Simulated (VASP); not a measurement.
# Ta (Fm-3m) in VASP: a series of runs, part 2 of 2

VASP 6.6.1. The steps go on from the part before.

## (4) Relaxation of cell and atoms, PBE

This run uses another cell than the first one, of 18.32 Å³/atom, 0.973 times its volume.

The input, INCAR:

```
PREC     = Accurate       # precision mode
ENCUT    = 600            # plane-wave cutoff, eV
EDIFF    = 1E-7           # SCF threshold, eV
ISMEAR   = -1             # smearing method
SIGMA    = 0.05           # smearing width, eV
LREAL    = F              # projectors in reciprocal space
LASPH    = T              # aspherical terms in the spheres
NELM     = 60             # most SCF steps
ALGO     = Normal         # electronic algorithm
ISIF     = 3              # what is computed and relaxed
LWAVE    = F              # write WAVECAR
LCHARG   = F              # write CHGCAR
GGA      = PE             # functional
IBRION   = 2              # ionic algorithm
NSW      = 60             # ionic steps
EDIFFG   = -0.005         # ionic threshold
```

The input, KPOINTS:

```
regular mesh
0
Gamma
  17 17 17
```

The input, POSCAR:

```
Ta
1.0
    0.0000000000      2.0923759827      2.0923759827
    2.0923759827      0.0000000000      2.0923759827
    2.0923759827      2.0923759827      0.0000000000
Ta
1
Direct
    0.0000000000      0.0000000000      0.0000000000
```

Potentials or basis: VASP PAW PBE potentials, release 64 (Ta_pv).

Run with:

```console
$ cat potpaw_PBE.64/Ta_pv/POTCAR > POTCAR
$ mpirun -np 1 vasp_std > vasp.out
```

OUTCAR:

```text
PREC = Accurate
   ENCUT = 600
   EDIFF = 1E-7
   ISMEAR = -1
   LREAL = F
   LASPH = T
   NELM = 60
   ISIF = 3
   GGA = PE
   IBRION = 2
   NSW = 60
   EDIFFG = -0.005

 ion  position               nearest neighbor table
   1  0.000  0.000  0.000-

  LATTYP: Found a face centered cubic cell.
 ALAT       =     4.1847519654

  Lattice vectors:

 A1 = (   0.0000000000,   2.0923759827,   2.0923759827)
 A2 = (   2.0923759827,   0.0000000000,   2.0923759827)
 A3 = (   2.0923759827,   2.0923759827,   0.0000000000)

Analysis of symmetry for initial positions (statically):
=====================================================================
 Subroutine PRICEL returns:
 Original cell was already a primitive cell.

 Routine SETGRP: Setting up the symmetry group for a
 face centered cubic supercell.

 Subroutine GETGRP returns: Found 48 space group operations
 (whereof 48 operations were pure point group operations)
 out of a pool of 48 trial point group operations.

The static configuration has the point symmetry O_h .

Analysis of symmetry for dynamics (positions and initial velocities):
=====================================================================
 Subroutine PRICEL returns:
 Original cell was already a primitive cell.

[... 161 lines left out ...]
  Total        0.6324287      0.6324287      0.6324287      0.0000000      0.0000000     -0.0000000
  in kB       55.3060902     55.3060902     55.3060902      0.0000000      0.0000000     -0.0000000
  external PRESSURE =      55.3060902 kB  Pullay stress =       0.0000000 kB
[... 92 lines left out ...]
--------------------------------------- Ionic step        4  -------------------------------------------

 number of electron      11.0000001 magnetization

 Free energy of the ion-electron system (eV)
  ---------------------------------------------------
  ext. energy  EPLUGINS =         0.00000000
  ---------------------------------------------------
  free energy    TOTEN  =       -11.57993156 eV

  energy without entropy =      -11.57030091  energy(sigma->0) =      -11.57511623

 E-fermi :   5.5094     XC(G=0): -12.3965

 val. band max:        5.5069286488   @ k =   0.3529   0.1765   0.0000
 cond. band min:       5.5178534305   @ k =   0.1176   0.0000   0.0000
 fundamental gap:      0.0109247817
 Fermi energy:         5.5093630500

 k-point     1 :       0.0000    0.0000    0.0000
  band No.  band energies     occupation
      1     -28.1357      2.00000
      2     -28.1357      2.00000
      3     -28.1357      2.00000
      4      -2.6145      2.00000
      5       5.9500      0.00030
      6       5.9500      0.00030
      7       5.9500      0.00030
      8       8.9364      0.00000
      9       8.9364      0.00000
[... 265 lines left out ...]
 k-point    24 :      -0.1176    0.0588    0.0000
  band No.  band energies     occupation
      1     -28.3374      2.00000
      2     -28.1872      2.00000
      3     -28.1526      2.00000
      4      -1.7737      2.00000
      5       5.2896      1.97561
      6       6.3051      0.00000
      7       6.3177      0.00000
      8       8.3440      0.00000
      9       8.9604      0.00000

 [... further k-points ...]
[... 5 lines left out ...]
  --------------------------------------------------------------------------------------
  -------------------------------------------------------------------------------------
  Total       -0.0003718     -0.0003718     -0.0003718      0.0000000     -0.0000000      0.0000000
  in kB       -0.0316436     -0.0316436     -0.0316436      0.0000000     -0.0000000      0.0000000
  external PRESSURE =      -0.0316436 kB  Pullay stress =       0.0000000 kB
[... 16 lines left out ...]
  FREE ENERGIE OF THE ION-ELECTRON SYSTEM (eV)
  ---------------------------------------------------
  free  energy   TOTEN  =       -11.5799315622 eV

  energy  without entropy=      -11.5703009056  energy(sigma->0) =      -11.57511623

 reached required accuracy - stopping structural energy minimisation
```

OSZICAR:

```text
N       E                     dE             d eps       ncg     rms          rms(c)
DAV:   1     0.512449624964E+02    0.51245E+02   -0.70650E+03  2970   0.129E+03
DAV:   2    -0.112599256536E+02   -0.62505E+02   -0.61710E+02  3733   0.261E+02
DAV:   3    -0.120513420715E+02   -0.79142E+00   -0.74633E+00  3548   0.287E+01
DAV:   4    -0.120572525212E+02   -0.59104E-02   -0.59035E-02  3503   0.198E+00
[... 29 lines left out ...]
DAV:   1    -0.115799512992E+02   -0.24101E-04   -0.66759E-04  3013   0.377E-01    0.383E-02
DAV:   2    -0.115799344837E+02    0.16815E-04   -0.23924E-05  3027   0.609E-02    0.129E-02
DAV:   3    -0.115799310842E+02    0.33995E-05   -0.12608E-05  3122   0.422E-02    0.523E-03
DAV:   4    -0.115799315356E+02   -0.45140E-06   -0.13865E-07  2897   0.435E-03    0.530E-04
DAV:   5    -0.115799315622E+02   -0.26547E-07   -0.16785E-08  1491   0.157E-03
   4 F= -.11579932E+02 E0= -.11575116E+02  d E =-.851266E-02
```

CONTCAR:

```text
Ta
   1.00000000000000
     0.0000000000000000    2.1114668027099928    2.1114668027099928
     2.1114668027099928    0.0000000000000000    2.1114668027099928
     2.1114668027099928    2.1114668027099928   -0.0000000000000000
  Ta
     1
Direct
     0.0000000000000000    0.0000000000000000    0.0000000000000000

  0.00000000E+00  0.00000000E+00  0.00000000E+00
```

Run time: 32 s. Hardware: 1 thread of AMD EPYC 9R45 (Zen 5), shared host; peak memory 0.15 GiB.

What came out:

- Free energy: -11.5799 eV
- Relaxed volume: 18.83 Å³/atom
- Relaxed cell: a = 2.986 Å, b = 2.986 Å, c = 2.986 Å, α = 60.00°, β = 60.00°, γ = 60.00°
- Space group after relaxing (to 0.05 Å): Fm-3m (No. 225)
- Energy gained by relaxing: 8.5 meV/atom
- Ionic steps: 4
- Pressure after relaxing: 0.0 GPa

The path:
```csv
step,energy change (eV),largest force (eV/Å),pressure (GPa),volume (Å³)
1,0.0000,0.0000,5.53,18.32
2,0.0346,0.0000,-10.73,20.05
3,-0.0085,0.0000,-0.11,18.84
4,-0.0085,0.0000,0.00,18.83
```

Final structure:
```
Ta
1.0
     0.00000    2.11147    2.11147
     2.11147    0.00000    2.11147
     2.11147    2.11147    0.00000
Ta
1
Direct
  0.00000 0.00000 0.00000
```

Levels at points of the mesh, in eV from the Fermi level:
| k point | band 2 | band 3 | band 4 | band 5 | band 6 | band 7 | band 8 | band 9 |
| --- | --- | --- | --- | --- | --- | --- | --- | --- |
| (0.00, 0.00, 0.00) | -33.65 | -33.65 | -8.12 | 0.44 | 0.44 | 0.44 | 3.43 | 3.43 |

Caveat: spin-orbit coupling is left out, which moves the levels of the heavy elements.

## (5) Relaxation of cell and atoms, PBE

The input, INCAR:

```
  PREC = Accurate
  ENCUT = 600
  EDIFF = 1E-6
  ISMEAR = -1
  SIGMA = 0.05
  LREAL = False
  LASPH = True
  NELM = 100
  ALGO = Normal
  ISIF = 3
  LWAVE = False
  LCHARG = False
  GGA = PE
  IBRION = 2
  NSW = 45
  EDIFFG = -0.005
```

KPOINTS is that of step 4.

The input, POSCAR:

```
Ta
1.0
    0.0000000000      2.1113404738      2.1113404738
    2.1113404738      0.0000000000      2.1113404738
    2.1113404738      2.1113404738      0.0000000000
Ta
1
Direct
    0.0000000000      0.0000000000      0.0000000000
```

Potentials or basis: VASP PAW PBE potentials, release 64 (Ta_pv).

Run with:

```console
$ cat potpaw_PBE.64/Ta_pv/POTCAR > POTCAR
$ mpirun -np 1 vasp_std > vasp.out
```

OUTCAR:

```text
PREC = Accurate
   ENCUT = 600
   EDIFF = 1E-6
   ISMEAR = -1
   LREAL = False
   LASPH = True
   NELM = 100
   ISIF = 3
   GGA = PE
   IBRION = 2
   NSW = 45
   EDIFFG = -0.005

 ion  position               nearest neighbor table
   1  0.000  0.000  0.000-

  LATTYP: Found a face centered cubic cell.
 ALAT       =     4.2226809476

  Lattice vectors:

 A1 = (   0.0000000000,   2.1113404738,   2.1113404738)
 A2 = (   2.1113404738,   0.0000000000,   2.1113404738)
 A3 = (   2.1113404738,   2.1113404738,   0.0000000000)

Analysis of symmetry for initial positions (statically):
=====================================================================
 Subroutine PRICEL returns:
 Original cell was already a primitive cell.

 Routine SETGRP: Setting up the symmetry group for a
 face centered cubic supercell.

 Subroutine GETGRP returns: Found 48 space group operations
 (whereof 48 operations were pure point group operations)
 out of a pool of 48 trial point group operations.

The static configuration has the point symmetry O_h .

Analysis of symmetry for dynamics (positions and initial velocities):
[... 161 lines left out ...]
 fundamental gap:      0.0109482909
 Fermi energy:         5.5108428287

 k-point     1 :       0.0000    0.0000    0.0000
  band No.  band energies     occupation
      1     -28.1336      2.00000
      2     -28.1336      2.00000
      3     -28.1336      2.00000
      4      -2.6137      2.00000
      5       5.9514      0.00030
      6       5.9514      0.00030
      7       5.9514      0.00030
      8       8.9386      0.00000
      9       8.9386      0.00000
[... 265 lines left out ...]
 k-point    24 :      -0.1176    0.0588    0.0000
  band No.  band energies     occupation
      1     -28.3354      2.00000
      2     -28.1850      2.00000
      3     -28.1504      2.00000
      4      -1.7728      2.00000
      5       5.2909      1.97572
      6       6.3066      0.00000
      7       6.3192      0.00000
      8       8.3459      0.00000
      9       8.9625      0.00000

 [... further k-points ...]

------------------------ aborting loop because EDIFF is reached ----------------------------------------

  FORCE on cell =-STRESS in cart. coord.  units (eV):
  Direction    XX          YY          ZZ          XY          YZ          ZX
  --------------------------------------------------------------------------------------
  -------------------------------------------------------------------------------------
  Total        0.0042999      0.0042999      0.0042999      0.0000000     -0.0000000      0.0000000
  in kB        0.3659879      0.3659879      0.3659879      0.0000000     -0.0000000      0.0000000
  external PRESSURE =       0.3659879 kB  Pullay stress =       0.0000000 kB

 VOLUME and BASIS-vectors are now :
 -----------------------------------------------------------------------------
  energy-cutoff  :      600.00
  volume of cell :       18.82
      direct lattice vectors                 reciprocal lattice vectors
     0.000000000  2.111340474  2.111340474    -0.236816376  0.236816376  0.236816376
     2.111340474  0.000000000  2.111340474     0.236816376 -0.236816376  0.236816376
     2.111340474  2.111340474  0.000000000     0.236816376  0.236816376 -0.236816376

 POSITION                                       TOTAL-FORCE (eV/Angst)
 -----------------------------------------------------------------------------------
      0.00000      0.00000      0.00000         0.000000      0.000000     -0.000000
 -----------------------------------------------------------------------------------
    total drift:                               -0.000000     -0.000000     -0.000000

  FREE ENERGIE OF THE ION-ELECTRON SYSTEM (eV)
  ---------------------------------------------------
  free  energy   TOTEN  =       -11.5800250312 eV

  energy  without entropy=      -11.5703970333  energy(sigma->0) =      -11.57521103

 reached required accuracy - stopping structural energy minimisation
```

It took 11 s on 1 thread of AMD EPYC 9R45 (Zen 5), shared host; peak memory 0.14 GiB.

Results:

```yaml
Free_energy: -11.5800 eV
Pressure_after_relaxing: 0.0 GPa
```

Final structure:
```
Ta
1.0
     0.00000    2.11134    2.11134
     2.11134    0.00000    2.11134
     2.11134    2.11134    0.00000
Ta
1
Direct
  0.00000 0.00000 0.00000
```

Levels at points of the mesh, in eV from the Fermi level:
```csv
k point,band 1,band 2,band 3,band 4,band 5,band 6,band 7,band 8,band 9
"(0.00, 0.00, 0.00)",-33.64,-33.64,-33.64,-8.12,0.44,0.44,0.44,3.43,3.43
```

Caveat: the relaxation stopped at its first step, so nothing moved; spin-orbit coupling is left out, which moves the levels of the heavy elements.

## (6) Overview

| task | cell | cutoff (eV) | gap on the mesh (eV) | pressure (GPa) |
| --- | --- | --- | --- | --- |
| single point | a = 2.986 Å, angles 60.0°, 1 atom | 520 | none | 0.0 |
| single point | a = 3.032 Å, angles 60.0°, 1 atom | 520 | none | -8.1 |
| relaxation of cell and atoms | relaxed from a = 2.959 Å, angles 60.0°, 1 atom | 600 | none | 0.0 |
| relaxation of cell and atoms | relaxed from a = 2.986 Å, angles 60.0°, 1 atom | 600 | none | 0.0 |

Alike in all rows: level PBE; potentials or basis VASP PAW PBE potentials, release 64 (Ta_pv); no spin polarisation; k mesh 17 × 17 × 17; smearing fermi-dirac 0.05 eV.

Caveats: spin-orbit coupling is left out, which moves the levels of the heavy elements; the relaxation stopped at its first step, so nothing moved (some runs).

Total energies depend on the potentials used, so only differences within one code and one set of settings carry meaning.
